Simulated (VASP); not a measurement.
Wanted: the native input for a VASP 6.6.1 run.

- Task: single point
- Functional: PBE
- Potentials or basis: VASP PAW PBE potentials, release 64 (Nb_sv, H)
- Cutoff: 520 eV
- k mesh: 6 × 6 × 4
- Occupations: gaussian, width 0.1 eV
- Spin: no spin polarisation
- Dipole correction: no
- Further INCAR settings: ALGO = Normal; EDIFF = 1e-07; NBANDS = 22

The structure of Nb2H3 lies in POSCAR:

```
Nb2H3
1.0
    3.0945238830      0.0000000000      0.0000000000
   -1.5472619415      2.6799362953      0.0000000000
    0.0000000000      0.0000000000      5.3094067733
Nb H
2 3
Direct
    0.3333333333      0.6666666667      0.2351434833
    0.6666666667      0.3333333333      0.7648565167
    0.0000000000      0.0000000000      0.0000000000
    0.3333333333      0.6666666667      0.6100071154
    0.6666666667      0.3333333333      0.3899928846
```

The input as run:

INCAR

```
PREC = Accurate
ENCUT = 520
EDIFF = 1E-7
ISMEAR = 0
SIGMA = 0.1
LREAL = False
LASPH = True
NELM = 80
ALGO = Normal
ISIF = 2
LWAVE = False
LCHARG = False
GGA = PE
NBANDS = 22
```

KPOINTS

```
regular mesh
0
Gamma
  6 6 4
```

Potentials or basis: VASP PAW PBE potentials, release 64 (Nb_sv, H).

Launch:

```sh
$ cat potpaw_PBE.64/Nb_sv/POTCAR potpaw_PBE.64/H/POTCAR > POTCAR
$ mpirun -np 1 vasp_std > vasp.out
```

Results of the run:

| Quantity | Value |
| --- | --- |
| Pressure | -0.4 GPa |
| Largest force | 0.012 eV/Å |

Caveat: the k points lie up to 0.39 Å⁻¹ apart.

Wall time 11 s on 1 thread of Intel(R) Xeon(R) 6975P-C (Granite Rapids) (shared host), peak memory 0.16 GiB.
